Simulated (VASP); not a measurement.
# OsC2 (P6_3/mmc) in VASP: relaxation of cell and atoms with PBE

Aim: the relaxation of cell and atoms of OsC2 with PBE.

All numbers are computed with VASP 6.6.1; they aren't measurements. Logs are shortened: lines on timing, memory, paths and dates and some standing lists are left out, and cuts for length are marked.

### Step 1. The cell of the first run

Symmetry: P6_3/mmc, No. 194, hexagonal system. Conventional cell: a = 2.513 Å, b = 2.513 Å, c = 9.774 Å, α = 90.00°, β = 90.00°, γ = 120.00°. Within 2.6 Å of Os (site symmetry -6m2) lie 6 C at 1.88 Å and 6 Os at 2.51 Å. Within 2.6 Å of C (site symmetry 3m) lie 3 Os at 1.88 Å and 7 C at 2.39 to 2.51 Å.

### Step 2. Relaxation of cell and atoms, PBE

File INCAR:

```
ALGO = Normal
EDIFF = 1E-7
EDIFFG = -0.04
ENCUT = 700
GGA = PE
GGA_COMPAT = F
IBRION = 2
ISIF = 3
ISMEAR = 0
LASPH = T
LCHARG = F
LREAL = F
LWAVE = F
NELM = 120
NELMIN = 4
NSW = 90
PREC = Accurate
SIGMA = 0.1
```

File KPOINTS:

```
k-points
0
Gamma
  6 6 2
```

File POSCAR:

```
OsC2
1.0
    2.5129339397      0.0000000000      0.0000000000
   -1.2564669698      2.1762646298      0.0000000000
    0.0000000000      0.0000000000      9.7742825479
Os C
2 4
Direct
    0.3333333333      0.6666666667      0.2500000000
    0.6666666667      0.3333333333      0.7500000000
    0.3333333333      0.6666666667      0.6275000000
    0.6666666667      0.3333333333      0.1275000000
    0.3333333333      0.6666666667      0.8725000000
    0.6666666667      0.3333333333      0.3725000000
```

Potentials or basis: VASP PAW PBE potentials, release 64 (Os_sv_GW, C).

On the command line:

```bash
> cat potpaw_PBE.64/Os_sv_GW/POTCAR potpaw_PBE.64/C/POTCAR > POTCAR
> mpirun -np 1 vasp_std > vasp.out
```

OUTCAR:

```text
EDIFF = 1E-7
   EDIFFG = -0.04
   ENCUT = 700
   GGA = PE
   IBRION = 2
   ISIF = 3
   ISMEAR = 0
   LASPH = T
   LREAL = F
   NELM = 120
   NELMIN = 4
   NSW = 90
   PREC = Accurate

 ion  position               nearest neighbor table
   1  0.333  0.667  0.250-   4 1.88   6 1.88   4 1.88   6 1.88   4 1.88   6 1.88
   2  0.667  0.333  0.750-   3 1.88   5 1.88   3 1.88   5 1.88   3 1.88   5 1.88
   3  0.333  0.667  0.627-   2 1.88   2 1.88   2 1.88
   4  0.667  0.333  0.127-   1 1.88   1 1.88   1 1.88
   5  0.333  0.667  0.873-   2 1.88   2 1.88   2 1.88
   6  0.667  0.333  0.373-   1 1.88   1 1.88   1 1.88

  LATTYP: Found a hexagonal cell.
 ALAT       =     2.5129339397
 C/A-ratio  =     3.8895899305

  Lattice vectors:

 A1 = (   2.5129339397,   0.0000000000,   0.0000000000)
 A2 = (  -1.2564669698,   2.1762646298,   0.0000000000)
 A3 = (   0.0000000000,   0.0000000000,   9.7742825479)

Analysis of symmetry for initial positions (statically):
=====================================================================
 Subroutine PRICEL returns:
 Original cell was already a primitive cell.

 Routine SETGRP: Setting up the symmetry group for a
 hexagonal supercell.

 Subroutine GETGRP returns: Found 24 space group operations
 (whereof 12 operations were pure point group operations)
 out of a pool of 24 trial point group operations.

The static configuration has the point symmetry D_3d.
 The point group associated with its full space group is D_6h.

Analysis of symmetry for dynamics (positions and initial velocities):
=====================================================================
 Subroutine PRICEL returns:
 Original cell was already a primitive cell.

 Routine SETGRP: Setting up the symmetry group for a
 hexagonal supercell.

 Subroutine GETGRP returns: Found 24 space group operations
 (whereof 12 operations were pure point group operations)
 out of a pool of 24 trial point group operations.

The dynamic configuration has the point symmetry D_3d.
 The point group associated with its full space group is D_6h.

 Subroutine INISYM returns: Found 24 space group operations
 (whereof 12 operations are pure point group operations),
 and found     1 'primitive' translations

----------------------------------------------------------------------------------------

                                     Primitive cell

  volume of cell :      53.4537

  direct lattice vectors                    reciprocal lattice vectors
     2.512933940  0.000000000  0.000000000     0.397941221  0.229751471  0.000000000
[... 71 lines left out ...]
   NGX,Y,Z   is equivalent  to a cutoff of  15.88, 15.88, 14.29 a.u.
   NGXF,Y,Z  is equivalent  to a cutoff of  31.75, 31.75, 28.57 a.u.
 SYSTEM =  unknown system
   PREC   = accura    normal or accurate (medium, high low for compatibility)
   ISTART =      0    job   : 0-new  1-cont  2-samecut
   ICHARG =      2    charge: 1-file 2-atom 10-const
   ISPIN  =      1    spin polarized calculation?
   LNONCOLLINEAR =      F non collinear calculations
   LSORBIT =      F    spin-orbit coupling
   LASPH  =      T    aspherical Exc in radial PAW
   ENCUT  =  700.0 eV  51.45 Ry    7.17 a.u.   5.42  5.42 21.09*2*pi/ulx,y,z
   NELM   =    120;   NELMIN=  4; NELMDL= -5     # of ELM steps
   EDIFF  = 0.1E-06   stopping-criterion for ELM
   LREAL  =      F    real-space projection
   EDIFFG = -.4E-01   stopping-criterion for IOM
   NSW    =     90    number of steps for IOM
   IBRION =      2    ionic relax: 0-MD 1-quasi-New 2-CG
   NFREE  =      1    steps in history (QN), initial steepest desc. (CG)
   ISIF   =      3    stress and relaxation
   ISYM   =      2    0-nonsym 1-usesym 2-fastsym
   POTIM  = 0.5000    time-step for ionic-motion
   TEBEG  =    0.0;   TEEND  =   0.0 temperature during run
   PSTRESS=    0.0 pullay stress
   NELECT =      48.0000    total number of electrons
   NUPDOWN=      -1.0000    fix difference up-down
   EMIN   =  10.00;   EMAX   =-10.00  energy-range for DOS
   EFERMI =   0.00;   METHOD = LEGACY
   ISMEAR =     0;   SIGMA  =   0.10  broadening in eV -4-tet -1-fermi 0-gaus
   EFERMI_NEDOS =   21; number of points for ismear=-14 and -15
   IALGO  =     38    algorithm
   IMIX   =      4    mixing-type and parameters
     AMIX     =   0.40;   BMIX     =  1.00
     AMIX_MAG =   1.60;   BMIX_MAG =  1.00
  volume/ion in A,a.u.               =       8.91        60.12
  Fermi-wavevector in a.u.,A,eV,Ry     =   1.579414  2.984660 33.940400  2.494549
  Thomas-Fermi vector in A             =   2.679797
   LORBIT       =      0    0 simple, 1 ext, 2 COOP (PROOUT), +10 PAW based schemes
   GGA     = PE    functional components
   LHFCALC =     F    Hartree Fock is set to
   AEXX    =    0.0000 exact exchange contribution
   IVDW    =     0    specifies the selected vdW correction
   LEPSILON=     F    determine dielectric tensor
   LRPA    =     F    only Hartree local field effects (RPA)
 conjugate gradient relaxation of ions
 non-spin polarized calculation
 Gauss-broadening in eV      SIGMA  =   0.10
  energy-cutoff  :      700.00
  volume of cell :       53.45
 maximum number of plane-waves:      2310
 NGX is ok and might be reduce to    24
   NGX = 11   NGY = 11   NGZ = 43

--------------------------------------- Ionic step        1  -------------------------------------------

 number of electron      48.0000002 magnetization

 Free energy of the ion-electron system (eV)
  ---------------------------------------------------
  ext. energy  EPLUGINS =         0.00000000
  ---------------------------------------------------
  free energy    TOTEN  =       -41.36453654 eV

  energy without entropy =      -41.34957077  energy(sigma->0) =      -41.35705365

 E-fermi :  10.6567     XC(G=0): -13.2734

 val. band max:       10.6175903019   @ k =   0.5000   0.0000   0.0000
 cond. band min:      10.7062531203   @ k =   0.5000   0.0000   0.5000
 fundamental gap:      0.0886628185
 Fermi energy:        10.6566725393
[... 986 lines left out ...]
  FREE ENERGIE OF THE ION-ELECTRON SYSTEM (eV)
  ---------------------------------------------------
  free  energy   TOTEN  =       -38.0292686183 eV

  energy  without entropy=      -37.9937476625  energy(sigma->0) =      -38.01150814

[... ionic steps 4 to 18 ...]

--------------------------------------- Ionic step       19  -------------------------------------------

 number of electron      47.9999999 magnetization

------------------------ aborting loop because EDIFF is reached ----------------------------------------
[... 75 lines left out ...]
--------------------------------------- Ionic step       21  -------------------------------------------

 number of electron      47.9999998 magnetization

 Free energy of the ion-electron system (eV)
  ---------------------------------------------------
  ext. energy  EPLUGINS =         0.00000000
  ---------------------------------------------------
  free energy    TOTEN  =       -52.32138519 eV

  energy without entropy =      -52.30802333  energy(sigma->0) =      -52.31470426

 E-fermi :   4.6363     XC(G=0): -10.3367

 val. band max:        4.5714649856   @ k =   0.3333   0.0000   0.5000
 cond. band min:       4.6383713488   @ k =   0.5000   0.0000   0.0000
 fundamental gap:      0.0669063632
 Fermi energy:         4.6362855610
[... 465 lines left out ...]
  FREE ENERGIE OF THE ION-ELECTRON SYSTEM (eV)
  ---------------------------------------------------
  free  energy   TOTEN  =       -52.3213851897 eV

  energy  without entropy=      -52.3080233254  energy(sigma->0) =      -52.31470426

 reached required accuracy - stopping structural energy minimisation
```

Wall time 15 min (1 thread of Intel Xeon Platinum 8375C at 2.90GHz (Ice Lake), shared host); peak memory 0.23 GiB.

Results:

```yaml
Free_energy: -52.3214 eV
Relaxed_volume: 14.32 Å³/atom
Relaxed_cell: a = 3.189 Å, b = 3.189 Å, c = 9.756 Å, α = 90.00°, β = 90.00°, γ = 120.00°
Space_group_after_relaxing_to_0.1_Å: P6_3/mmc (No. 194)
Pressure_after_relaxing: -0.1 GPa
Largest_force_after_relaxing: 0.024 eV/Å
Band_gap_on_the_k_mesh: zero (bands 24 and 25 overlap by 2.55 eV)
```

Forces in eV/Å, atoms in the order of the input:
```
Os   0.000  0.000  0.000
Os   0.000  0.000  0.000
C    0.000  0.000  0.024
C    0.000  0.000  0.024
C    0.000  0.000 -0.024
C    0.000  0.000 -0.024
```

Final structure:
```yaml
crystal:
  lattice:
    - [3.18938, 0.00000, 0.00000]
    - [-1.59469, 2.76209, 0.00000]
    - [0.00000, 0.00000, 9.75629]
  atoms:
    - { symbol: Os, position: [0.33333, 0.66667, 0.25000] }
    - { symbol: Os, position: [0.66667, 0.33333, 0.75000] }
    - { symbol: C, position: [0.33333, 0.66667, 0.66283] }
    - { symbol: C, position: [0.66667, 0.33333, 0.16283] }
    - { symbol: C, position: [0.33333, 0.66667, 0.83717] }
    - { symbol: C, position: [0.66667, 0.33333, 0.33717] }
```

Levels at points of the mesh, in eV from the Fermi level:
```
           k point  band 19  band 20  band 21  band 22  band 23  band 24  band 25  band 26  band 27  band 28
(0.00, 0.00, 0.00)    -3.15    -3.15    -3.12    -3.12     1.80     2.03     4.30     4.30     4.30     4.33
(0.50, 0.00, 0.00)    -3.44    -2.75    -2.41    -2.11    -0.91    -0.82    -0.35     0.00     1.01     1.07
(0.00, 0.00, 0.50)    -3.13    -3.13    -3.13    -3.13     1.87     1.87     4.31     4.31     4.31     4.31
(0.50, 0.00, 0.50)    -3.19    -3.19    -2.17    -2.17    -0.85    -0.85    -0.20    -0.20     1.04     1.04
```

Caveat: the k points lie up to 0.38 Å⁻¹ apart in the final cell, too coarse for converged energies and pressures of a metal; the volume moved by over 15 % at a fixed basis, so the end points are rough; spin-orbit coupling is left out, which moves the levels of the heavy elements.

The gap in the log of VASP goes by the Fermi energy; the results here count the filled bands.